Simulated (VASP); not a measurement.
**LiBr: single point with HSE06**

Crystal: LiBr.

```
Li Br
1.0
     0.00000    2.73955    2.73955
     2.73955    0.00000    2.73955
     2.73955    2.73955    0.00000
Li Br
1 1
Cartesian
  0.0000 0.0000 0.0000
  2.7395 2.7395 2.7395
```

```yaml
Program: VASP 6.6.1
Task: single point
Functional: HSE06
Potentials_or_basis: VASP PAW PBE potentials, release 64 (Li_sv, Br)
Cutoff: 650 eV
k_mesh: 4 × 4 × 4
Occupations: gaussian, width 0.01 eV
Spin: no spin polarisation
```

* Pressure: -0.1 GPa
* Band gap on the k mesh: 6.21 eV

Levels at points of the mesh, in eV from the valence-band top:
| k point | band 3 | band 4 | band 5 | band 6 | band 7 | band 8 |
| --- | --- | --- | --- | --- | --- | --- |
| (0.00, 0.00, 0.00) | 0.00 | 0.00 | 0.00 | 6.21 | 11.82 | 11.82 |
| (0.50, 0.00, 0.00) | -3.17 | -0.29 | -0.29 | 6.82 | 9.40 | 9.40 |
| (0.50, 0.50, 0.00) | -3.15 | -1.25 | -1.25 | 7.48 | 8.24 | 13.24 |

Wall time 6.1 min on 1 thread of Intel Xeon 8259CL, on a shared host, peak memory 0.29 GiB.

Caveat: the k points lie up to 0.50 Å⁻¹ apart; the PAW data sets were made with another functional, which shifts forces and pressure a little.
